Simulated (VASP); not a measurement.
A run of VASP 6.6.1 is set up as follows.

The input POSCAR:

```
Mo
1.0
   -1.5812820750      1.5734150000      1.5734150000
    1.5734150000     -1.5812820750      1.5734150000
    1.5734150000      1.5734150000     -1.5812820750
Mo
1
Direct
    0.0000000000      0.0000000000      0.0000000000
```

INCAR.step1

```
PREC     = Accurate       # precision mode
ENCUT    = 520            # plane-wave cutoff, eV
ISMEAR   = -1             # smearing method
SIGMA    = 0.15           # smearing width, eV
LREAL    = F              # projectors in reciprocal space
LASPH    = T              # aspherical terms in the spheres
NELM     = 60             # most SCF steps
NBANDS   = 13             # bands
GGA      = PE             # functional
ALGO     = Normal         # electronic algorithm
EDIFF    = 1E-4           # SCF threshold, eV
LWAVE    = T              # write WAVECAR
LCHARG   = F              # write CHGCAR
```

File INCAR.step2:

```
PREC     = Accurate       # precision mode
ENCUT    = 520            # plane-wave cutoff, eV
EDIFF    = 1E-6           # SCF threshold, eV
ISMEAR   = -1             # smearing method
SIGMA    = 0.15           # smearing width, eV
LREAL    = F              # projectors in reciprocal space
LASPH    = T              # aspherical terms in the spheres
NELM     = 60             # most SCF steps
ALGO     = Normal         # electronic algorithm
ISIF     = 2              # what is computed and relaxed
LWAVE    = F              # write WAVECAR
LCHARG   = F              # write CHGCAR
METAGGA  = R2SCAN         # meta-GGA
LMIXTAU  = T            
NBANDS   = 13             # bands
ISTART   = 1
```

File KPOINTS:

```
regular mesh
0
Gamma
  15 15 15
```

Potentials or basis: VASP PAW PBE potentials, release 64 (Mo_sv).

Run with:

```console
$ cat potpaw_PBE.64/Mo_sv/POTCAR > POTCAR
$ cp INCAR.step1 INCAR
$ mpirun -np 1 vasp_std > vasp.out
$ cp INCAR.step2 INCAR
$ mpirun -np 1 vasp_std > vasp.out
```

Q: What does it give for the pressure?

A: 2.4 GPa.

Q: Predict the band gap on the k mesh.

A: Zero (bands 7 and 8 overlap by 5.20 eV).

Stress tensor (GPa, compression positive):
```
2.37 0.55 0.55
0.55 2.37 0.55
0.55 0.55 2.37
```

Caveat: the PAW data sets were made with another functional, which shifts forces and pressure a little.
